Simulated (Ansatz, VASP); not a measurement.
## Ba: VASP beside Ansatz

The input INCAR:

```
SYSTEM = Ba
PREC     = Accurate       ! precision mode
ENCUT    = 520            ! plane-wave cutoff, eV
EDIFF    = 1E-6           ! SCF threshold, eV
ISMEAR   = -1             ! smearing method
SIGMA    = 0.1            ! smearing width, eV
LREAL    = .False.        ! projectors in reciprocal space
LASPH    = .True.         ! aspherical terms in the spheres
NELM     = 100            ! most SCF steps
ALGO     = Normal         ! electronic algorithm
ISIF     = 2              ! what is computed and relaxed
LWAVE    = .False.        ! write WAVECAR
LCHARG   = .True.         ! write CHGCAR
GGA      = PS             ! functional
LELF     = .True.         ! ELF
LVHAR    = .True.       
NBANDS   = 11             ! bands
```

The input KPOINTS:

```
regular mesh
0
Gamma
  10 10 10
  0 0 0
```

The input POSCAR:

```
Ba
1.0
    0.0000000000      3.1997249451      3.1997249451
    3.1997249451      0.0000000000      3.1997249451
    3.1997249451      3.1997249451      0.0000000000
Ba
1
Direct
    0.0000000000      0.0000000000      0.0000000000
```

Input for Ansatz:

```yaml
crystal:
  lattice:
    - [0.0, 3.1997249451, 3.1997249451]
    - [3.1997249451, 0.0, 3.1997249451]
    - [3.1997249451, 3.1997249451, 0.0]
  atoms:
    - { symbol: Ba, position: [0.0, 0.0, 0.0] }
hamiltonian:
  xc: pbesol
  pseudopotentials:
    kind: paw
    azcp:
      Ba: "pseudopotentials/Ba.paw.azcp"
basis:
  ecutwfc: 420
  fft_grid_basis: typed
kpoints:
  mp_grid: { grid: [10, 10, 10], shift: [0, 0, 0] }
magnetization:
  spin_polarized: false
scf:
  occupations: { method: fermi_dirac, width: 0.1 }
  lower_state_search: "off"
output:
  stress: true
```

Alike in both runs: task single point; functional PBEsol; k mesh 10 × 10 × 10; occupations fermi-dirac, width 0.1 eV; no spin polarisation.

|  | VASP | Ansatz |
| --- | --- | --- |
| version | VASP 6.6.1 | Ansatz 0.2.0 |
| potentials or method | VASP PAW PBE potentials, release 64 (Ba_sv), cutoff 520 eV | plane waves (420 eV) with PAW, scalar-relativistic |
| valence electrons in the cell | 10 | 10 |

```csv
,VASP,Ansatz,Ansatz less VASP
pressure (GPa),-0.8,-0.8,-0.04
```

VASP's potentials were made for PBE, not for PBEsol, and Ansatz warns of the same on its side. The functional is the same, so the differences come from potentials, cutoffs and numerics.

Neither program's run includes spin-orbit coupling.
